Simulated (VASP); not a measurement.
# HfB in VASP: further runs, part 3 of 3

VASP 6.6.1. Earlier steps stand in the parts before.

## (4) Single point, PBE

This run uses another cell than the first one: it holds 4 atoms, not 2.

Contents of INCAR:

```
SYSTEM = HfB
PREC = Accurate ; ENCUT = 520
EDIFF = 1E-6 ; ISMEAR = 0
SIGMA = 0.2 ; LREAL = .FALSE.
LASPH = .TRUE. ; NELM = 100
ALGO = Normal ; ISIF = 2
LWAVE = .FALSE. ; LCHARG = .FALSE.
GGA = PE ; NBANDS = 21
```

Contents of KPOINTS:

```
regular mesh
0
G
  8 8 4
  0 0 0
```

Contents of POSCAR:

```
HfB
1.0
    2.8202529444      0.3369737908      1.8989088510
   -2.8566302448      1.6547600624      0.8820733221
    2.2082642207     -5.2438291827      3.7843343590
Hf B
2 2
Direct
    0.4999998272      0.5000003014      0.2500001062
    0.5000001922      0.4999996318      0.7499999131
    0.0000000505      0.0000000029      0.5000000127
   -0.0000000699      0.0000000637     -0.0000000320
```

Potentials or basis: VASP PAW PBE potentials, release 64 (Hf_pv, B).

Launch:

```sh
$ cat potpaw_PBE.64/Hf_pv/POTCAR potpaw_PBE.64/B/POTCAR > POTCAR
$ mpirun -np 1 vasp_std > vasp.out
```

OUTCAR:

```text
SYSTEM = HfB
   PREC = Accurate
   ENCUT = 520
   EDIFF = 1E-6
   ISMEAR = 0
   LREAL = .FALSE.
   LASPH = .TRUE.
   NELM = 100
   ISIF = 2
   GGA = PE

 ion  position               nearest neighbor table
   1  0.500  0.500  0.250-   3 2.42   4 2.42   4 2.42   3 2.42   3 2.42   4 2.42   2 3.42   2 3.42
                             2 3.42   2 3.42   2 3.42   2 3.42
   2  0.500  0.500  0.750-   4 2.42   3 2.42   4 2.42   3 2.42   3 2.42   4 2.42   1 3.42   1 3.42
                             1 3.42   1 3.42   1 3.42   1 3.42
   3  0.000  0.000  0.500-   2 2.42   1 2.42   1 2.42   2 2.42   1 2.42   2 2.42
   4  1.000  0.000  1.000-   2 2.42   1 2.42   2 2.42   1 2.42   1 2.42   2 2.42

  LATTYP: Found a triclinic cell.
 ALAT       =     3.4171070462
 B/A-ratio  =     1.0010942528
 C/A-ratio  =     1.7338871741
 COS(alpha) =     0.0001436410
 COS(beta)  =     0.2890969234
 COS(gamma) =     0.5006920327

  Lattice vectors:

 A1 = (   2.8566302448,  -1.6547600624,  -0.8820733221)
 A2 = (   0.0363773004,  -1.9917338532,  -2.7809821731)
 A3 = (   3.4686189685,   3.9260429111,  -2.7674988301)

Analysis of symmetry for initial positions (statically):
=====================================================================
 Subroutine PRICEL returns following result:

  LATTYP: Found a base centered monoclinic cell.
 ALAT       =    17.7482450607
 B/A-ratio  =     0.1927259228
 C/A-ratio  =     0.1925321086
 COS(beta)  =    -0.9621809312

  Lattice vectors:

 A1 = (   6.8173911136,  -5.9314346207,   0.1280218567)
 A2 = (   8.5335134340,  -2.9725463340,   0.1347622068)
 A3 = (  -2.8566302448,   1.6547600624,   0.8820733221)

   2 primitive cells build up your supercell.

 Routine SETGRP: Setting up the symmetry group for a
 triclinic supercell.

 Subroutine GETGRP returns: Found  2 space group operations
 (whereof  2 operations were pure point group operations)
 out of a pool of  2 trial point group operations.

[... 144 lines left out ...]
   IALGO  =     38    algorithm
   IMIX   =      4    mixing-type and parameters
     AMIX     =   0.40;   BMIX     =  1.00
     AMIX_MAG =   1.60;   BMIX_MAG =  1.00
  volume/ion in A,a.u.               =      14.13        95.34
  Fermi-wavevector in a.u.,A,eV,Ry     =   1.263828  2.388288 21.732045  1.597260
  Thomas-Fermi vector in A             =   2.397164
   LORBIT       =      0    0 simple, 1 ext, 2 COOP (PROOUT), +10 PAW based schemes
   GGA     = PE    functional components
   LHFCALC =     F    Hartree Fock is set to
   AEXX    =    0.0000 exact exchange contribution
   IVDW    =     0    specifies the selected vdW correction
   LEPSILON=     F    determine dielectric tensor
   LRPA    =     F    only Hartree local field effects (RPA)
 non-spin polarized calculation
 Gauss-broadening in eV      SIGMA  =   0.20
  energy-cutoff  :      520.00
  volume of cell :       56.51
 maximum number of plane-waves:      1538
 NGX is ok and might be reduce to    28

 number of electron      26.0000000 magnetization

 Free energy of the ion-electron system (eV)
  ---------------------------------------------------
  ext. energy  EPLUGINS =         0.00000000
  ---------------------------------------------------
  free energy    TOTEN  =       -34.93260615 eV

  energy without entropy =      -34.87945738  energy(sigma->0) =      -34.90603177

 E-fermi :   4.3316     XC(G=0): -11.6649

 val. band max:        4.3313210384   @ k =   0.0000   0.0000   0.5000
 cond. band min:       4.3318993138   @ k =   0.0000   0.2500   0.0000
 fundamental gap:      0.0005782755
 Fermi energy:         4.3315894653

 k-point     1 :       0.0000    0.0000    0.0000
  band No.  band energies     occupation
      1     -25.1765      2.00000
      2     -24.7887      2.00000
      3     -24.7879      2.00000
      4     -24.7399      2.00000
      5     -24.7397      2.00000
      6     -24.7380      2.00000
[... 565 lines left out ...]
     20      10.9178      0.00000
     21      12.0582      0.00000

 [... further k-points ...]

------------------------ aborting loop because EDIFF is reached ----------------------------------------

  FORCE on cell =-STRESS in cart. coord.  units (eV):
  Direction    XX          YY          ZZ          XY          YZ          ZX
  --------------------------------------------------------------------------------------
  -------------------------------------------------------------------------------------
  Total        0.0665796      0.0464903      0.0412350     -0.0186561     -0.0092465      0.0175613
  in kB        1.8876335      1.3180697      1.1690757     -0.5289291     -0.2621514      0.4978889
  external PRESSURE =       1.4582596 kB  Pullay stress =       0.0000000 kB

 VOLUME and BASIS-vectors are now :
 -----------------------------------------------------------------------------
  energy-cutoff  :      520.00
  volume of cell :       56.51
      direct lattice vectors                 reciprocal lattice vectors
     2.820252944  0.336973791  1.898908851     0.192662912  0.225765883  0.200412289
    -2.856630245  1.654760062  0.882073322    -0.198770871  0.114658523  0.274866915
     2.208264221 -5.243829183  3.784334359    -0.050344078 -0.140010371  0.099616609

 POSITION                                       TOTAL-FORCE (eV/Angst)
 -----------------------------------------------------------------------------------
      0.53388     -0.31509      2.33658         0.000000     -0.000000      0.000000
      1.63801     -2.93701      4.22874        -0.000000     -0.000000     -0.000000
      1.10413     -2.62191      1.89217         0.000000      0.000000     -0.000000
      5.02852     -4.90686      5.68324        -0.000000      0.000000     -0.000000
 -----------------------------------------------------------------------------------
    total drift:                               -0.000062      0.000044     -0.000011

  FREE ENERGIE OF THE ION-ELECTRON SYSTEM (eV)
  ---------------------------------------------------
  free  energy   TOTEN  =       -34.9326061520 eV

  energy  without entropy=      -34.8794573849  energy(sigma->0) =      -34.90603177
```

stdout:

```text
POSCAR found type information on POSCAR HfB
 POSCAR found :  2 types and       4 ions
 scaLAPACK will be used
 LDA part: xc-table for (Slater+PW92), standard interpolation
 POSCAR, INCAR and KPOINTS ok, starting setup
 FFT: planning ... GRIDC
 FFT: planning ... GRID_SOFT
 FFT: planning ... GRID
 WAVECAR not read
 entering main loop
```

It took 5.4 min on 1 thread of Intel Xeon 8259CL, shared host; peak memory 0.29 GiB.

What came out:

```yaml
Free_energy: -34.9326 eV
Pressure: 0.1 GPa
Band_gap_on_the_k_mesh: zero (bands 13 and 14 overlap by 2.78 eV)
```

Stress tensor (GPa, compression positive):
```
 0.19 -0.05  0.05
-0.05  0.13 -0.03
 0.05 -0.03  0.12
```

Levels at points of the mesh, in eV from the Fermi level:
| k point | band 11 | band 12 | band 13 | band 14 | band 15 | band 16 |
| --- | --- | --- | --- | --- | --- | --- |
| (0.00, 0.00, 0.00) | -1.18 | 1.99 | 1.99 | 2.02 | 3.52 | 3.52 |
| (0.50, 0.00, 0.00) | -1.20 | -1.18 | -0.82 | 1.89 | 1.90 | 5.34 |
| (0.00, 0.50, 0.00) | -1.19 | -1.18 | -0.82 | 1.89 | 1.90 | 5.34 |
| (0.50, 0.50, 0.00) | -1.20 | -1.20 | -0.82 | 1.89 | 1.90 | 5.34 |
| (0.00, 0.00, 0.50) | -0.02 | -0.02 | 0.00 | 0.00 | 3.54 | 3.54 |
| (0.50, 0.00, 0.50) | -1.18 | -1.18 | -0.05 | -0.05 | 2.95 | 2.95 |
| (0.00, 0.50, 0.50) | -1.18 | -1.18 | -0.04 | -0.04 | 2.95 | 2.95 |
| (0.50, 0.50, 0.50) | -1.18 | -1.18 | -0.06 | -0.06 | 2.95 | 2.95 |

Caveat: spin-orbit coupling is left out, which moves the levels of the heavy elements.

## (5) Relaxation of cell and atoms, PBE

Contents of INCAR:

```
SYSTEM = HfB
PREC = Accurate
ENCUT = 600
EDIFF = 1E-7
ISMEAR = 0
SIGMA = 0.1
LREAL = .False.
LASPH = .True.
NELM = 80
ALGO = Normal
ISIF = 3
LWAVE = .False.
LCHARG = .False.
GGA = PE
IBRION = 2
NSW = 100
EDIFFG = -0.01
```

Contents of KPOINTS:

```
regular mesh
0
Gamma
  20 20 20
  0 0 0
```

Contents of POSCAR:

```
HfB
1.0
    0.0000000000      2.4174550554      2.4174550554
    2.4174550554      0.0000000000      2.4174550554
    2.4174550554      2.4174550554      0.0000000000
Hf B
1 1
Direct
    0.5000000000      0.5000000000      0.5000000000
    0.0000000000      0.0000000000      0.0000000000
```

Launch:

```sh
$ cat potpaw_PBE.64/Hf_pv/POTCAR potpaw_PBE.64/B/POTCAR > POTCAR
$ mpirun -np 1 vasp_std > vasp.out
```

Wall time 2.2 min (1 thread of Intel Xeon 8259CL, shared host); peak memory 0.24 GiB.

It converged, with:

```yaml
Free_energy: -17.4656 eV
Pressure_after_relaxing: 0.0 GPa
Band_gap_on_the_k_mesh: zero (an odd number of electrons rules out a gap without spin polarisation)
```

Final structure:
```
CELL_PARAMETERS angstrom
0.00000 2.41746 2.41746
2.41746 0.00000 2.41746
2.41746 2.41746 0.00000
ATOMIC_POSITIONS crystal
Hf 0.50000 0.50000 0.50000
B 0.00000 0.00000 0.00000
```

Levels at points of the mesh, in eV from the Fermi level:
```tsv
k point	band 4	band 5	band 6	band 7	band 8	band 9	band 10
(0.00, 0.00, 0.00)	-9.13	2.04	2.04	2.04	3.56	3.56	3.56
(0.50, 0.00, 0.00)	-4.61	-4.49	-1.15	-1.15	5.64	5.64	6.47
(0.50, 0.50, 0.00)	-6.37	-1.25	-0.78	1.93	1.93	5.38	6.76
```

Caveat: the relaxation stopped at its first step, so nothing moved; spin-orbit coupling is left out, which moves the levels of the heavy elements.

## (6) The runs side by side

```csv
task,cell,k mesh,cutoff (eV),smearing,gap on the mesh (eV),pressure (GPa)
single point,"a = 3.419 Å, angles 60.0°, 2 atoms, atomic positions A",6 × 6 × 6,520,gaussian 0.1 eV,none,0.1
single point,"a = 3.418 Å, angles 60.0°, 2 atoms, atomic positions A",20 × 20 × 20,520,gaussian 0.1 eV,none,0.0
single point,"a = 3.417, b = 3.417, c = 6.833 Å, angles 119.9, 60.1, 119.9°, 4 atoms, atomic positions B",8 × 8 × 4,520,gaussian 0.2 eV,none,0.1
relaxation of cell and atoms,"relaxed from a = 3.419 Å, angles 60.0°, 2 atoms, atomic positions A",20 × 20 × 20,600,gaussian 0.1 eV,none,0.0
```

Alike in all rows: level PBE; potentials or basis VASP PAW PBE potentials, release 64 (Hf_pv, B); no spin polarisation.

Caveats: some runs use coarse meshes; spin-orbit coupling is left out, which moves the levels of the heavy elements; the relaxation stopped at its first step, so nothing moved (at least some runs).

Total energies depend on the potentials used, so only differences within one code and one set of settings carry meaning.
